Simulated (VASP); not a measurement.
Set up this calculation in VASP 6.6.1, as the native input.

- Task: single point
- Functional: PBE
- Potentials or basis: VASP PAW PBE potentials, release 64 (Sn_d, Te)
- Cutoff: 520 eV
- k mesh: 10 × 10 × 10
- Occupations: gaussian, width 0.05 eV
- Spin: no spin polarisation
- Dipole correction: no
- Further INCAR settings: ALGO = Normal; EDIFF = 1e-07; NBANDS = 17

The structure of SnTe lies in POSCAR:

```
SnTe
1.0
    0.0000000000      3.1565012282      3.1565012282
    3.1565012282      0.0000000000      3.1565012282
    3.1565012282      3.1565012282      0.0000000000
Sn Te
1 1
Direct
    0.5000000000      0.5000000000      0.5000000000
    0.0000000000      0.0000000000      0.0000000000
```

These files were run (other wordings do the same):

INCAR

```
PREC = Accurate
ENCUT = 520
EDIFF = 1E-7
ISMEAR = 0
SIGMA = 0.05
LREAL = False
LASPH = True
NELM = 100
ALGO = Normal
ISIF = 2
LWAVE = False
LCHARG = False
GGA = PE
NBANDS = 17
```

KPOINTS

```
Automatic mesh
0
Gamma
  10 10 10
```

Potentials or basis: VASP PAW PBE potentials, release 64 (Sn_d, Te).

Command:

```sh
$ cat potpaw_PBE.64/Sn_d/POTCAR potpaw_PBE.64/Te/POTCAR > POTCAR
$ mpirun -np 1 vasp_std > vasp.out
```

Results of the run:

| Quantity | Value |
| --- | --- |
| Pressure | 2.0 GPa |
| Band gap on the k mesh | 0.08 eV |

Caveat: semilocal functionals underestimate gaps, and a narrow one can read as zero; spin-orbit coupling is left out, which moves the levels of the heavy elements.

Wall time 43 s on 1 thread of AMD EPYC 7R13 Processor (Zen 3), with other jobs on the host, peak memory 0.2 GiB.
